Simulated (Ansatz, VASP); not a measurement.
**One calculation of HgSe, two programs**

```
Hg Se
1.0
     0.00000    3.09267    3.09267
     3.09267    0.00000    3.09267
     3.09267    3.09267    0.00000
Hg Se
1 1
Direct
  0.00000 0.00000 0.00000
  0.25000 0.25000 0.25000
```

Alike in both runs: task single point; functional r2SCAN; dispersion rVV10; k mesh 6 × 6 × 6; occupations fermi-dirac, width 0.02 eV; no spin polarisation.

```csv
,VASP,Ansatz
version,VASP 6.6.1,Ansatz 0.2.0
potentials or method,"VASP PAW PBE potentials, release 64 (Hg, Se)",plane waves
plane-wave cutoff (eV),550,500
valence electrons in the cell,18,36
```

```tsv
	VASP	Ansatz	Ansatz less VASP
pressure (GPa)	-0.5	-1.0	-0.42
```

VASP's potentials were made for PBE, not for r2SCAN. VASP's potentials hold 18 valence electrons a cell and Ansatz's 36, so a difference there can come from the potentials and not from the codes.

Neither program's run includes spin-orbit coupling.
